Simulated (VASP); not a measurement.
# Te2Mo (P6_3/mmc) in VASP: notebook

Aim: see how the results for Te2Mo move with the level of theory and the settings. Levels: r2SCAN+D3(BJ), PBE. Tasks: single point.

Everything below comes from runs of VASP 6.6.1. Logs are shortened: lines on timing, memory, paths and dates and some standing lists are left out, and cuts for length are marked.

**What was measured.**

From “Broadband infrared study of pressure-tunable Fano resonance and metallization transition in 2H-MoTe2”, 2022, pmc:9569381, for a bulk crystal of Te2Mo at 300 K: band gap 0.88 ± 0.05 eV (indirect).

How close the calculation comes is told below.

## Step 1: The cell of the first run

Symmetry: P6_3/mmc, No. 194, hexagonal system. The conventional cell has a = 3.495 Å, b = 3.495 Å, c = 13.880 Å, α = 90.00°, β = 90.00°, γ = 120.00°. Te (site symmetry 3m) has 3 Mo at 2.70 Å and 7 Te at 3.49 to 3.58 Å within 3.6 Å. Within 3.6 Å of Mo (site symmetry -6m2) lie 6 Te at 2.70 Å and 6 Mo at 3.49 Å.

## Step 2: Single point, r2SCAN+D3(BJ)

Contents of POSCAR:

```
Te2Mo
1.0
    3.4945872080      0.0000000000      0.0000000000
   -1.7472936040      3.0264012979      0.0000000000
    0.0000000000      0.0000000000     13.8798146239
Te Mo
4 2
Direct
    0.6666666667      0.3333333333      0.3790000000
    0.3333333333      0.6666666667      0.8790000000
    0.6666666667      0.3333333333      0.1210000000
    0.3333333333      0.6666666667      0.6210000000
    0.6666666667      0.3333333333      0.7500000000
    0.3333333333      0.6666666667      0.2500000000
```

Contents of INCAR.step1:

```
PREC = Accurate ; ENCUT = 520
ISMEAR = -1 ; SIGMA = 0.05
LREAL = False ; LASPH = True
NELM = 60 ; NBANDS = 35
GGA = PE ; ALGO = Normal
EDIFF = 1E-4 ; LWAVE = True
LCHARG = False
```

Contents of INCAR.step2:

```
PREC = Accurate ; ENCUT = 520
EDIFF = 1E-7 ; ISMEAR = -1
SIGMA = 0.05 ; LREAL = False
LASPH = True ; NELM = 60
ALGO = Normal ; ISIF = 2
LWAVE = False ; LCHARG = False
METAGGA = R2SCAN ; LMIXTAU = True
IVDW = 12 ; VDW_S6 = 1.0
VDW_S8 = 0.78981345 ; VDW_A1 = 0.49484001
VDW_A2 = 5.73083694 ; NBANDS = 35
ISTART = 1
```

Contents of KPOINTS:

```
regular mesh
0
Gamma
  9 9 2
```

Potentials or basis: VASP PAW PBE potentials, release 64 (Te, Mo_sv).

Started as:

```console
cat potpaw_PBE.64/Te/POTCAR potpaw_PBE.64/Mo_sv/POTCAR > POTCAR
cp INCAR.step1 INCAR
mpirun -np 1 vasp_std > vasp.out
cp INCAR.step2 INCAR
mpirun -np 1 vasp_std > vasp.out
```

OUTCAR:

```text
PREC = Accurate
   ENCUT = 520
   EDIFF = 1E-7
   ISMEAR = -1
   LREAL = False
   LASPH = True
   NELM = 60
   ISIF = 2
   METAGGA = R2SCAN
   IVDW = 12
   ISTART = 1
 IVDW          = 12

 ion  position               nearest neighbor table
   1  0.667  0.333  0.379-   6 2.70   6 2.70   6 2.70   3 3.58
   2  0.333  0.667  0.879-   5 2.70   5 2.70   5 2.70   4 3.58
   3  0.667  0.333  0.121-   6 2.70   6 2.70   6 2.70   1 3.58
   4  0.333  0.667  0.621-   5 2.70   5 2.70   5 2.70   2 3.58
   5  0.667  0.333  0.750-   2 2.70   4 2.70   2 2.70   4 2.70   2 2.70   4 2.70
   6  0.333  0.667  0.250-   1 2.70   3 2.70   1 2.70   3 2.70   1 2.70   3 2.70

  LATTYP: Found a hexagonal cell.
 ALAT       =     3.4945872080
 C/A-ratio  =     3.9718037633

  Lattice vectors:

 A1 = (   3.4945872080,   0.0000000000,   0.0000000000)
 A2 = (  -1.7472936040,   3.0264012979,   0.0000000000)
 A3 = (   0.0000000000,   0.0000000000,  13.8798146239)

Analysis of symmetry for initial positions (statically):
=====================================================================
 Subroutine PRICEL returns:
 Original cell was already a primitive cell.

 Routine SETGRP: Setting up the symmetry group for a
 hexagonal supercell.

 Subroutine GETGRP returns: Found 24 space group operations
 (whereof 12 operations were pure point group operations)
 out of a pool of 24 trial point group operations.

The static configuration has the point symmetry D_3d.
 The point group associated with its full space group is D_6h.

Analysis of symmetry for dynamics (positions and initial velocities):
=====================================================================
 Subroutine PRICEL returns:
 Original cell was already a primitive cell.

 Routine SETGRP: Setting up the symmetry group for a
 hexagonal supercell.

 Subroutine GETGRP returns: Found 24 space group operations
 (whereof 12 operations were pure point group operations)
 out of a pool of 24 trial point group operations.

The dynamic configuration has the point symmetry D_3d.
 The point group associated with its full space group is D_6h.

 Subroutine INISYM returns: Found 24 space group operations
 (whereof 12 operations are pure point group operations),
 and found     1 'primitive' translations

----------------------------------------------------------------------------------------

                                     Primitive cell

  volume of cell :     146.7932

  direct lattice vectors                    reciprocal lattice vectors
     3.494587208  0.000000000  0.000000000     0.286156831  0.165212723  0.000000000
    -1.747293604  3.026401298  0.000000000     0.000000000  0.330425446  0.000000000
     0.000000000  0.000000000 13.879814624     0.000000000  0.000000000  0.072047072

  length of vectors
     3.494587208  3.494587208 13.879814624     0.330425446  0.330425446  0.072047072

  position of ions in fractional coordinates (direct lattice)
     0.666666667  0.333333333  0.379000000
     0.333333333  0.666666667  0.879000000
     0.666666667  0.333333333  0.121000000
     0.333333333  0.666666667  0.621000000
     0.666666667  0.333333333  0.750000000
     0.333333333  0.666666667  0.250000000

  ion indices of the primitive-cell ions
   primitive index   ion index
                 1           1
                 2           2
                 3           3
                 4           4
                 5           5
                 6           6

----------------------------------------------------------------------------------------

 KPOINTS: regular mesh

Automatic generation of k-mesh.
 Grid dimensions read from file:
 generate k-points for:    9    9    2

 Generating k-lattice:

  Cartesian coordinates                     Fractional coordinates (reciprocal lattice)
     0.031795203  0.018356969  0.000000000     0.111111111  0.000000000  0.000000000
     0.000000000  0.036713938  0.000000000     0.000000000  0.111111111  0.000000000
     0.000000000  0.000000000  0.036023536     0.000000000  0.000000000  0.500000000

  Length of vectors
[... 55 lines left out ...]
  band No.  band energies     occupation
      1     -54.4142      2.00000
      2     -54.4142      2.00000
      3     -27.8749      2.00000
      4     -27.8749      2.00000
      5     -27.7589      2.00000
      6     -27.7589      2.00000
[... 27 lines left out ...]
     34      11.7923      0.00000
     35      15.3864      0.00000

 k-point     3 :       0.2222   -0.0000    0.0000
  band No.  band energies     occupation
      1     -54.4105      2.00000
      2     -54.4105      2.00000
      3     -27.8642      2.00000
      4     -27.8642      2.00000
      5     -27.8053      2.00000
      6     -27.8053      2.00000
[... 27 lines left out ...]
     34      12.1431      0.00000
     35      15.1996      0.00000

 k-point     4 :       0.3333   -0.0000    0.0000
  band No.  band energies     occupation
      1     -54.4063      2.00000
      2     -54.4063      2.00000
      3     -27.8575      2.00000
      4     -27.8575      2.00000
      5     -27.8520      2.00000
      6     -27.8520      2.00000
[... 27 lines left out ...]
     34      12.3727      0.00000
     35      13.7565      0.00000

 k-point     5 :       0.4444   -0.0000    0.0000
  band No.  band energies     occupation
      1     -54.4035      2.00000
      2     -54.4035      2.00000
      3     -27.8913      2.00000
      4     -27.8913      2.00000
      5     -27.8440      2.00000
      6     -27.8440      2.00000
[... 638 lines left out ...]
 k-point    22 :       0.2222    0.2222    0.5000
  band No.  band energies     occupation
      1     -54.4044      2.00000
      2     -54.4044      2.00000
      3     -27.8608      2.00000
      4     -27.8608      2.00000
      5     -27.8466      2.00000
      6     -27.8466      2.00000
[... 27 lines left out ...]
     34      12.2068      0.00000
     35      14.5463      0.00000

 k-point    23 :       0.3333    0.2222    0.5000
  band No.  band energies     occupation
      1     -54.4023      2.00000
      2     -54.4023      2.00000
      3     -27.8732      2.00000
      4     -27.8732      2.00000
      5     -27.8405      2.00000
      6     -27.8405      2.00000
[... 27 lines left out ...]
     34      12.2746      0.00000
     35      13.7262      0.00000

 k-point    24 :       0.3333    0.3333    0.5000
  band No.  band energies     occupation
      1     -54.4016      2.00000
      2     -54.4016      2.00000
      3     -27.8593      2.00000
      4     -27.8593      2.00000
      5     -27.8384      2.00000
      6     -27.8384      2.00000
[... 27 lines left out ...]
     34      12.3359      0.00000
     35      13.6065      0.00000

------------------------ aborting loop because EDIFF is reached ----------------------------------------

 Edisp (eV)   -1.54225

 E8    (eV) :    -0.5623

  FORCE on cell =-STRESS in cart. coord.  units (eV):
  Direction    XX          YY          ZZ          XY          YZ          ZX
  --------------------------------------------------------------------------------------
  -------------------------------------------------------------------------------------
  Total       2.70491     2.70491     2.65319     0.00000     0.00000     0.00000
  in kB      29.52274    29.52274    28.95827     0.00000     0.00000     0.00000
  external pressure =       29.33 kB  Pullay stress =        0.00 kB

 VOLUME and BASIS-vectors are now :
 -----------------------------------------------------------------------------
  energy-cutoff  :      520.00
  volume of cell :      146.79
      direct lattice vectors                 reciprocal lattice vectors
     3.494587208  0.000000000  0.000000000     0.286156831  0.165212723  0.000000000
    -1.747293604  3.026401298  0.000000000     0.000000000  0.330425446  0.000000000
     0.000000000  0.000000000 13.879814624     0.000000000  0.000000000  0.072047072

 POSITION                                       TOTAL-FORCE (eV/Angst)
 -----------------------------------------------------------------------------------
      1.74729      1.00880      5.26045         0.000000     -0.000000      0.245707
     -0.00000      2.01760     12.20036         0.000000      0.000000      0.245707
      1.74729      1.00880      1.67946         0.000000     -0.000000     -0.245707
     -0.00000      2.01760      8.61936         0.000000      0.000000     -0.245707
      1.74729      1.00880     10.40986         0.000000     -0.000000      0.000000
     -0.00000      2.01760      3.46995        -0.000000     -0.000000      0.000000
 -----------------------------------------------------------------------------------
    total drift:                               -0.000000      0.000000     -0.000000

  FREE ENERGIE OF THE ION-ELECTRON SYSTEM (eV)
  ---------------------------------------------------
  free  energy   TOTEN  =      -157.0627270950 eV

  energy  without entropy=     -157.0627186539  energy(sigma->0) =     -157.06272287
```

Run time: 4.5 min. Hardware: 1 thread of Intel Xeon 6975P-C (Granite Rapids), shared host; peak memory 0.36 GiB.

What came out:

| Item | Value |
| --- | --- |
| Free energy | -157.0627 eV |
| Pressure | 2.9 GPa |
| Largest force | 0.246 eV/Å |
| Band gap on the k mesh | 0.88 eV, indirect (least direct gap 1.16 eV) |
| Dispersion energy per atom | -0.257 eV |

Forces in eV/Å, atoms in the order of the input:
```
Te   0.000  0.000  0.246
Te   0.000  0.000  0.246
Te   0.000  0.000 -0.246
Te   0.000  0.000 -0.246
Mo   0.000  0.000  0.000
Mo   0.000  0.000  0.000
```

Levels at points of the mesh, in eV from the valence-band top:
| k point | band 23 | band 24 | band 25 | band 26 | band 27 | band 28 | band 29 | band 30 |
| --- | --- | --- | --- | --- | --- | --- | --- | --- |
| (0.00, 0.00, 0.00) | -1.15 | -1.14 | -0.41 | 0.00 | 3.09 | 3.09 | 3.23 | 3.23 |
| (0.00, 0.00, 0.50) | -1.17 | -1.17 | -0.11 | -0.11 | 3.13 | 3.13 | 3.13 | 3.13 |

Caveat: the PAW data sets were made with another functional, which shifts forces and pressure a little; spin-orbit coupling is left out, which moves the levels of the heavy elements.

(Continued in part 2 of 2.)
